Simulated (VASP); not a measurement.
Crystal: WC (Qusongite).

```
W C
1.0
     2.90650    0.00000    0.00000
    -1.45325    2.51710    0.00000
     0.00000    0.00000    2.83660
W C
1 1
Direct
  0.00000 0.00000 0.00000
  0.66667 0.33333 0.50000
```

* Program: VASP 6.6.1
* Task: relaxation of cell and atoms
* Functional: PBE
* Potentials or basis: VASP PAW PBE potentials, release 64 (W_sv, C)
* Cutoff: 600 eV
* k mesh: 10 × 10 × 9
* Occupations: fermi-dirac, width 0.05 eV
* Spin: no spin polarisation
* Hubbard terms: W d U = 2.0 eV

At the start: pressure 10.9 GPa; volume 10.38 Å³/atom.

**Question.** How do energy, volume and symmetry change on relaxing?

**Answer.** Over 12 steps the energy falls by 9.6 meV/atom and the volume is 10.66 Å³/atom (+2.8 %); space group P-6m2 (No. 187, to 0.05 Å).

Step by step:
| step | energy change (eV) | largest force (eV/Å) | pressure (GPa) | volume (Å³) |
| --- | --- | --- | --- | --- |
| 1 | 0.0000 | 0.0000 | 10.93 | 20.75 |
| 2 | 0.1099 | 0.0000 | -23.72 | 22.95 |
| 3 | -0.0190 | 0.0000 | -0.26 | 21.34 |
| 4 | -0.0191 | 0.0000 | -0.05 | 21.33 |
| 5 | -0.0191 | 0.0000 | 0.16 | 21.31 |
| 6 | -0.0191 | 0.0000 | 0.21 | 21.32 |
| 7 | -0.0192 | 0.0000 | 0.21 | 21.32 |
| 8 | -0.0192 | 0.0000 | 0.20 | 21.32 |
| 9 | -0.0192 | 0.0000 | 0.18 | 21.32 |
| 10 | -0.0192 | 0.0000 | 0.17 | 21.32 |
| 11 | -0.0192 | 0.0000 | -0.31 | 21.35 |
| 12 | -0.0192 | 0.0000 | 0.02 | 21.33 |

Final structure:
```
W C
1.0
     2.93512    0.00000    0.00000
    -1.46756    2.54189    0.00000
     0.00000    0.00000    2.85878
W C
1 1
Direct
  0.00000 0.00000 0.00000
  0.66667 0.33333 0.50000
```

Caveat: U without spin polarisation on a metal has little footing; the U is typed as a test and isn't derived for this compound.
